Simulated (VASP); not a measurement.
# CoO (Pm-3m) in VASP: relaxation of cell and atoms with PBE+U

Aim: the relaxation of cell and atoms of CoO with PBE+U.

Everything below comes from runs of VASP 6.6.1. Logs are shortened: lines on timing, memory, paths and dates and some standing lists are left out, and cuts for length are marked.

### Step 1. The cell of the first run

The structure is cubic, space group Pm-3m (No. 221). The conventional cell has a = 2.661 Å, b = 2.661 Å, c = 2.661 Å, α = 90.00°, β = 90.00°, γ = 90.00°. Within 3.0 Å of Co (site symmetry m-3m) lie 8 O at 2.30 Å and 6 Co at 2.66 Å. O (site symmetry m-3m) has 8 Co at 2.30 Å and 6 O at 2.66 Å within 3.0 Å.

### Step 2. Relaxation of cell and atoms, PBE+U

Contents of INCAR:

```
SYSTEM = CoO
PREC = Accurate ; ENCUT = 700
EDIFF = 1E-7 ; ISMEAR = 0
SIGMA = 0.02 ; LREAL = .False.
LASPH = .True. ; NELM = 200
ALGO = Normal ; ISIF = 3
LWAVE = .False. ; LCHARG = .False.
LMAXMIX = 4 ; LDAU = .True.
LDAUTYPE = 2 ; LDAUL = 2 -1
LDAUU = 3.32 0 ; LDAUJ = 0 0
LDAUPRINT = 1 ; GGA = PE
IBRION = 2 ; NSW = 80
EDIFFG = -0.01 ; GGA_COMPAT = .False.
NELMIN = 4
```

Contents of KPOINTS:

```
regular mesh
0
Gamma
  10 10 10
  0 0 0
```

Contents of POSCAR:

```
CoO
1.0
    2.6612513074      0.0000000000      0.0000000000
    0.0000000000      2.6612513074      0.0000000000
    0.0000000000      0.0000000000      2.6612513074
Co O
1 1
Direct
    0.0000000000      0.0000000000      0.0000000000
    0.5000000000      0.5000000000      0.5000000000
```

Potentials or basis: VASP PAW PBE potentials, release 64 (Co_sv, O).

Launch:

```sh
> cat potpaw_PBE.64/Co_sv/POTCAR potpaw_PBE.64/O/POTCAR > POTCAR
> mpirun -np 1 vasp_std > vasp.out
```

OUTCAR:

```text
SYSTEM = CoO
   PREC = Accurate
   ENCUT = 700
   EDIFF = 1E-7
   ISMEAR = 0
   LREAL = .False.
   LASPH = .True.
   NELM = 200
   ISIF = 3
   GGA = PE
   IBRION = 2
   NSW = 80
   EDIFFG = -0.01
   NELMIN = 4

 ion  position               nearest neighbor table
   1  0.000  0.000  0.000-
   2  0.500  0.500  0.500-

  LATTYP: Found a simple cubic cell.
 ALAT       =     2.6612513074

  Lattice vectors:

 A1 = (   2.6612513074,   0.0000000000,   0.0000000000)
 A2 = (   0.0000000000,   2.6612513074,   0.0000000000)
 A3 = (   0.0000000000,   0.0000000000,   2.6612513074)

Analysis of symmetry for initial positions (statically):
=====================================================================
 Subroutine PRICEL returns:
 Original cell was already a primitive cell.

 Routine SETGRP: Setting up the symmetry group for a
 simple cubic supercell.

 Subroutine GETGRP returns: Found 48 space group operations
 (whereof 48 operations were pure point group operations)
 out of a pool of 48 trial point group operations.

The static configuration has the point symmetry O_h .

Analysis of symmetry for dynamics (positions and initial velocities):
=====================================================================
 Subroutine PRICEL returns:
 Original cell was already a primitive cell.

 Routine SETGRP: Setting up the symmetry group for a
 simple cubic supercell.

 Subroutine GETGRP returns: Found 48 space group operations
 (whereof 48 operations were pure point group operations)
 out of a pool of 48 trial point group operations.

The dynamic configuration has the point symmetry O_h .

 Subroutine INISYM returns: Found 48 space group operations
 (whereof 48 operations are pure point group operations),
 and found     1 'primitive' translations

----------------------------------------------------------------------------------------

                                     Primitive cell

  volume of cell :      18.8477

  direct lattice vectors                    reciprocal lattice vectors
     2.661251307  0.000000000  0.000000000     0.375763085  0.000000000  0.000000000
     0.000000000  2.661251307  0.000000000     0.000000000  0.375763085  0.000000000
     0.000000000  0.000000000  2.661251307     0.000000000  0.000000000  0.375763085

  length of vectors
     2.661251307  2.661251307  2.661251307     0.375763085  0.375763085  0.375763085

  position of ions in fractional coordinates (direct lattice)
     0.000000000  0.000000000  0.000000000
     0.500000000  0.500000000  0.500000000

  ion indices of the primitive-cell ions
   primitive index   ion index
                 1           1
                 2           2

----------------------------------------------------------------------------------------

 KPOINTS: regular mesh

Automatic generation of k-mesh.
 Grid dimensions read from file:
 generate k-points for:   10   10   10

 Generating k-lattice:

  Cartesian coordinates                     Fractional coordinates (reciprocal lattice)
     0.037576308  0.000000000  0.000000000     0.100000000  0.000000000  0.000000000
     0.000000000  0.037576308  0.000000000     0.000000000  0.100000000  0.000000000
     0.000000000  0.000000000  0.037576308     0.000000000  0.000000000  0.100000000

  Length of vectors
     0.037576308  0.037576308  0.037576308

  Shift w.r.t. Gamma in fractional coordinates (k-lattice)
     0.000000000  0.000000000  0.000000000

 Subroutine IBZKPT returns following result:
 ===========================================

 Found     56 irreducible k-points:

 Following reciprocal coordinates:
            Coordinates               Weight
  0.000000  0.000000  0.000000      1.000000
  0.100000  0.000000  0.000000      6.000000
  0.200000  0.000000  0.000000      6.000000
  0.300000  0.000000  0.000000      6.000000
  0.400000  0.000000  0.000000      6.000000
  0.500000  0.000000  0.000000      3.000000
[... 16 lines left out ...]
  0.200000  0.100000  0.100000     24.000000
  0.300000  0.100000  0.100000     24.000000
 [... further k-points ...]
   k-points           NKPTS =     56   k-points in BZ     NKDIM =     56   number of bands    NBANDS=     15
   number of dos      NEDOS =    301   number of ions     NIONS =      2
   total plane-waves  NPLWV =  13824
   dimension x,y,z NGX =    24 NGY =   24 NGZ =   24
   dimension x,y,z NGXF=    48 NGYF=   48 NGZF=   48
   ions per type =               1   1
   NGX,Y,Z   is equivalent  to a cutoff of  14.99, 14.99, 14.99 a.u.
   NGXF,Y,Z  is equivalent  to a cutoff of  29.99, 29.99, 29.99 a.u.
 SYSTEM =  CoO
   PREC   = accura    normal or accurate (medium, high low for compatibility)
   ISTART =      0    job   : 0-new  1-cont  2-samecut
   ICHARG =      2    charge: 1-file 2-atom 10-const
   ISPIN  =      1    spin polarized calculation?
   LNONCOLLINEAR =      F non collinear calculations
   LSORBIT =      F    spin-orbit coupling
   LASPH  =      T    aspherical Exc in radial PAW
   ENCUT  =  700.0 eV  51.45 Ry    7.17 a.u.   5.74  5.74  5.74*2*pi/ulx,y,z
   NELM   =    200;   NELMIN=  4; NELMDL= -5     # of ELM steps
   EDIFF  = 0.1E-06   stopping-criterion for ELM
   LREAL  =      F    real-space projection
   EDIFFG = -.1E-01   stopping-criterion for IOM
   NSW    =     80    number of steps for IOM
   IBRION =      2    ionic relax: 0-MD 1-quasi-New 2-CG
   NFREE  =      1    steps in history (QN), initial steepest desc. (CG)
   ISIF   =      3    stress and relaxation
   ISYM   =      2    0-nonsym 1-usesym 2-fastsym
   POTIM  = 0.5000    time-step for ionic-motion
   TEBEG  =    0.0;   TEEND  =   0.0 temperature during run
   PSTRESS=    0.0 pullay stress
   NELECT =      23.0000    total number of electrons
   NUPDOWN=      -1.0000    fix difference up-down
   EMIN   =  10.00;   EMAX   =-10.00  energy-range for DOS
   EFERMI =   0.00;   METHOD = LEGACY
   ISMEAR =     0;   SIGMA  =   0.02  broadening in eV -4-tet -1-fermi 0-gaus
   EFERMI_NEDOS =   21; number of points for ismear=-14 and -15
   IALGO  =     38    algorithm
   IMIX   =      4    mixing-type and parameters
     AMIX     =   0.40;   BMIX     =  1.00
     AMIX_MAG =   1.60;   BMIX_MAG =  1.00
  volume/ion in A,a.u.               =       9.42        63.60
  Fermi-wavevector in a.u.,A,eV,Ry     =   1.749437  3.305956 41.641020  3.060529
  Thomas-Fermi vector in A             =   2.820350
   LORBIT       =      0    0 simple, 1 ext, 2 COOP (PROOUT), +10 PAW based schemes
 LDA+U is selected, type is set to LDAUTYPE =  2
   angular momentum for each species LDAUL =     2   -1
   U (eV)           for each species LDAUU =   3.3  0.0
   J (eV)           for each species LDAUJ =   0.0  0.0
   GGA     = PE    functional components
   LHFCALC =     F    Hartree Fock is set to
   AEXX    =    0.0000 exact exchange contribution
   IVDW    =     0    specifies the selected vdW correction
   LEPSILON=     F    determine dielectric tensor
   LRPA    =     F    only Hartree local field effects (RPA)
 conjugate gradient relaxation of ions
 non-spin polarized calculation
 Gauss-broadening in eV      SIGMA  =   0.02
  energy-cutoff  :      700.00
  volume of cell :       18.85
 maximum number of plane-waves:       840
 NGX is ok and might be reduce to    24
   NGX = 11   NGY = 11   NGZ = 11

--------------------------------------- Ionic step        1  -------------------------------------------

 number of electron      22.9999969 magnetization

 Free energy of the ion-electron system (eV)
  ---------------------------------------------------
  ext. energy  EPLUGINS =         0.00000000
  ---------------------------------------------------
  free energy    TOTEN  =        -8.35937134 eV

  energy without entropy =       -8.35892922  energy(sigma->0) =       -8.35915028

 E-fermi :   8.6246     XC(G=0): -12.9566

 val. band max:        8.6182657095   @ k =   0.3000   0.0000   0.0000
 cond. band min:       8.6287626985   @ k =   0.5000   0.2000   0.0000
 fundamental gap:      0.0104969890
 Fermi energy:         8.6246020306

 k-point     1 :       0.0000    0.0000    0.0000
  band No.  band energies     occupation
      1     -85.5768      2.00000
      2     -48.8542      2.00000
      3     -48.8542      2.00000
      4     -48.8542      2.00000
      5     -11.2635      2.00000
      6       5.4993      2.00000
      7       5.4993      2.00000
      8       5.9539      2.00000
      9       5.9539      2.00000
     10       5.9539      2.00000
     11       8.5641      1.99998
     12       8.5641      1.99998
     13       8.5641      1.99998
     14       9.5579      0.00000
     15      24.1075      0.00000
[... 472 lines left out ...]
 POSITION                                       TOTAL-FORCE (eV/Angst)
 -----------------------------------------------------------------------------------
      0.00000      0.00000      0.00000         0.000000      0.000000      0.000000
      1.25319      1.25319      1.25319        -0.000000      0.000000      0.000000
 -----------------------------------------------------------------------------------
    total drift:                                0.000000      0.000000     -0.000000

  FREE ENERGIE OF THE ION-ELECTRON SYSTEM (eV)
  ---------------------------------------------------
  free  energy   TOTEN  =        -8.4645110286 eV

  energy  without entropy=       -8.4638920129  energy(sigma->0) =       -8.46420152

atom =   1  type =  1  l = 2

 onsite density matrix

spin component  1

  0.5737 -0.0000  0.0000 -0.0000  0.0000
 -0.0000  0.5737  0.0000 -0.0000 -0.0000
  0.0000  0.0000  0.8695  0.0000 -0.0000
 -0.0000 -0.0000  0.0000  0.5737  0.0000
  0.0000 -0.0000 -0.0000  0.0000  0.8695

spin component  2

  0.5737 -0.0000  0.0000 -0.0000  0.0000
 -0.0000  0.5737  0.0000 -0.0000 -0.0000
  0.0000  0.0000  0.8695  0.0000 -0.0000
 -0.0000 -0.0000  0.0000  0.5737  0.0000
  0.0000 -0.0000 -0.0000  0.0000  0.8695

 occupancies and eigenvectors

  o =  0.5737  v =  0.0000  0.9991  0.0000 -0.0433  0.0000  0.0000  0.0000  0.0000  0.0000  0.0000      0.0000  0.0000  0.0000  0.0000  0.0000  0.0000  0.0000  0.0000  0.0000  0.0000
  o =  0.5737  v =  0.0000  0.0433  0.0000  0.9991 -0.0000  0.0000  0.0000  0.0000  0.0000  0.0000      0.0000  0.0000  0.0000  0.0000  0.0000  0.0000  0.0000  0.0000  0.0000  0.0000
  o =  0.5737  v =  0.0000  0.0000  0.0000  0.0000  0.0000  0.0000  0.9991  0.0000 -0.0433  0.0000      0.0000  0.0000  0.0000  0.0000  0.0000  0.0000  0.0000  0.0000  0.0000  0.0000
  o =  0.5737  v =  0.0000  0.0000  0.0000  0.0000  0.0000  0.0000  0.0433  0.0000  0.9991 -0.0000      0.0000  0.0000  0.0000  0.0000  0.0000  0.0000  0.0000  0.0000  0.0000  0.0000
  o =  0.5737  v =  0.0000  0.0000  0.0000  0.0000  0.0000  1.0000  0.0000  0.0000  0.0000  0.0000      0.0000  0.0000  0.0000  0.0000  0.0000  0.0000  0.0000  0.0000  0.0000  0.0000
  o =  0.5737  v =  1.0000  0.0000  0.0000  0.0000  0.0000  0.0000  0.0000  0.0000  0.0000  0.0000      0.0000  0.0000  0.0000  0.0000  0.0000  0.0000  0.0000  0.0000  0.0000  0.0000
  o =  0.8695  v =  0.0000  0.0000  0.0000  0.0000  0.0000  0.0000 -0.0000  0.9898 -0.0000  0.1427      0.0000  0.0000  0.0000  0.0000  0.0000  0.0000  0.0000  0.0000  0.0000  0.0000
  o =  0.8695  v =  0.0000 -0.0000  0.9898 -0.0000  0.1427  0.0000  0.0000  0.0000  0.0000  0.0000      0.0000  0.0000  0.0000  0.0000  0.0000  0.0000  0.0000  0.0000  0.0000  0.0000
  o =  0.8695  v =  0.0000  0.0000  0.0000  0.0000  0.0000  0.0000  0.0000  0.1427 -0.0000 -0.9898      0.0000  0.0000  0.0000  0.0000  0.0000  0.0000  0.0000  0.0000  0.0000  0.0000
  o =  0.8695  v =  0.0000  0.0000  0.1427 -0.0000 -0.9898  0.0000  0.0000  0.0000  0.0000  0.0000      0.0000  0.0000  0.0000  0.0000  0.0000  0.0000  0.0000  0.0000  0.0000  0.0000

--------------------------------------- Ionic step        3  -------------------------------------------

 number of electron      23.0000037 magnetization

 Free energy of the ion-electron system (eV)
  ---------------------------------------------------
  ext. energy  EPLUGINS =         0.00000000
  ---------------------------------------------------
  free energy    TOTEN  =        -8.50957574 eV

  energy without entropy =       -8.50888324  energy(sigma->0) =       -8.50922949

 E-fermi :  10.5076     XC(G=0): -13.6938

 val. band max:       10.5056162725   @ k =   0.5000   0.0000   0.0000
 cond. band min:      10.5297382101   @ k =   0.1000   0.0000   0.0000
 fundamental gap:      0.0241219376
 Fermi energy:        10.5075552191

 k-point     1 :       0.0000    0.0000    0.0000
  band No.  band energies     occupation
      1     -83.8042      2.00000
      2     -47.0671      2.00000
      3     -47.0671      2.00000
      4     -47.0671      2.00000
      5     -10.4983      2.00000
      6       6.9040      2.00000
      7       6.9040      2.00000
      8       7.3810      2.00000
      9       7.3810      2.00000
     10       7.3810      2.00000
     11      10.4011      2.00000
     12      10.4011      2.00000
     13      10.4011      2.00000
     14      12.2081      0.00000
     15      26.6935      0.00000
[... 436 lines left out ...]
 POSITION                                       TOTAL-FORCE (eV/Angst)
 -----------------------------------------------------------------------------------
      0.00000      0.00000      0.00000         0.000000      0.000000      0.000000
      1.27903      1.27903      1.27903        -0.000000      0.000000      0.000000
 -----------------------------------------------------------------------------------
    total drift:                                0.000000      0.000000     -0.000000

  FREE ENERGIE OF THE ION-ELECTRON SYSTEM (eV)
  ---------------------------------------------------
  free  energy   TOTEN  =        -8.5095757426 eV

  energy  without entropy=       -8.5088832362  energy(sigma->0) =       -8.50922949

 reached required accuracy - stopping structural energy minimisation
```

It took 22 s on 1 thread of Intel Xeon 6975P-C (Granite Rapids), shared host; peak memory 0.15 GiB.

Results:

```
Free energy                           : -8.5096 eV
Relaxed volume                        : 8.37 Å³/atom
Relaxed cell                          : a = 2.558 Å, b = 2.558 Å, c = 2.558 Å, α = 90.00°, β = 90.00°, γ = 90.00°
Space group after relaxing (to 0.1 Å) : Pm-3m (No. 221)
Energy gained by relaxing             : 75.1 meV/atom
Ionic steps                           : 3
Pressure after relaxing               : -0.1 GPa
Band gap on the k mesh                : zero (an odd number of electrons rules out a gap without spin polarisation)
```

Step by step:
| step | energy change (eV) | largest force (eV/Å) | pressure (GPa) | volume (Å³) |
| --- | --- | --- | --- | --- |
| 1 | 0.0000 | 0.0000 | -20.51 | 18.85 |
| 2 | -0.1051 | 0.0000 | 15.46 | 15.75 |
| 3 | -0.1502 | 0.0000 | -0.07 | 16.74 |

Final structure:
```xyz
2
Lattice="2.5581 0.0000 0.0000 0.0000 2.5581 0.0000 0.0000 0.0000 2.5581" Properties=species:S:1:pos:R:3 pbc="T T T"
Co    0.0000    0.0000    0.0000
O     1.2790    1.2790    1.2790
```

Levels at points of the mesh, in eV from the Fermi level:
| k point | band 8 | band 9 | band 10 | band 11 | band 12 | band 13 | band 14 | band 15 |
| --- | --- | --- | --- | --- | --- | --- | --- | --- |
| (0.00, 0.00, 0.00) | -3.13 | -3.13 | -3.13 | -0.11 | -0.11 | -0.11 | 1.70 | 16.19 |
| (0.50, 0.00, 0.00) | -4.00 | -3.17 | -0.53 | 0.00 | 1.10 | 1.10 | 7.09 | 9.17 |
| (0.50, 0.50, 0.00) | -3.07 | -2.20 | -1.03 | -0.86 | -0.86 | -0.32 | 7.01 | 12.18 |
| (0.50, 0.50, 0.50) | -7.27 | -0.27 | -0.27 | 1.44 | 1.44 | 1.44 | 7.57 | 7.57 |

Eigenvalues of the final occupation matrices:
| site | spin | trace | eigenvalues |
| --- | --- | --- | --- |
| site 1 d | 1 | 3.46 | 0.57 0.57 0.57 0.87 0.87 |
| site 1 d | 2 | 3.46 | 0.57 0.57 0.57 0.87 0.87 |

Caveat: an odd number of electrons without spin polarisation forces a metal; a magnetic or distorted state may lie lower; the run has no spin polarisation, though such a crystal can be magnetic; U without spin polarisation on a metal has little footing.

The gap in the log of VASP goes by the Fermi energy; the results here count the filled bands.